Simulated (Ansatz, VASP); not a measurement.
**Two plane-wave programs on TlCl**

```xyz
14
Lattice="5.3306 0.0000 0.0000 0.0000 6.5286 0.0000 0.0000 0.0000 24.2329" Properties=species:S:1:pos:R:3 pbc="T T T"
Tl    2.6653    4.3524    7.5000
Tl    0.0000    2.1762    9.0388
Tl    2.6653    0.0000   10.5776
Tl    0.0000    4.3524   12.1164
Tl    2.6653    2.1762   13.6552
Tl    0.0000    0.0000   15.1941
Tl    2.6653    4.3524   16.7329
Cl    2.6653    1.0881    7.5000
Cl    0.0000    5.4405    9.0388
Cl    2.6653    3.2643   10.5776
Cl    0.0000    1.0881   12.1164
Cl    2.6653    5.4405   13.6552
Cl    0.0000    3.2643   15.1941
Cl    2.6653    1.0881   16.7329
```

Alike in both runs: task single point; functional PBEsol; k mesh 5 × 4 × 1; occupations gaussian, width 0.5 eV; no spin polarisation.

|  | VASP | Ansatz |
| --- | --- | --- |
| version | VASP 6.6.1 | Ansatz 0.2.0 |
| potentials or method | VASP PAW PBE potentials, release 64 (Tl_d, Cl), cutoff 400 eV | scalar-relativistic, plane waves, PAW |
| valence electrons in the cell | 140 | 140 |

```csv
,VASP,Ansatz,Ansatz less VASP
gap on the k mesh at the Fermi level (eV),2.25,2.25,-0.003
least direct gap on the mesh (eV),2.25,2.25,-0.003
rms of the force components (eV/Å),0.129,0.129,+0.0002
```

VASP's potentials were made for PBE, not for PBEsol. The functional is the same, so the differences come from potentials, cutoffs and numerics.

Spin-orbit coupling is off throughout.
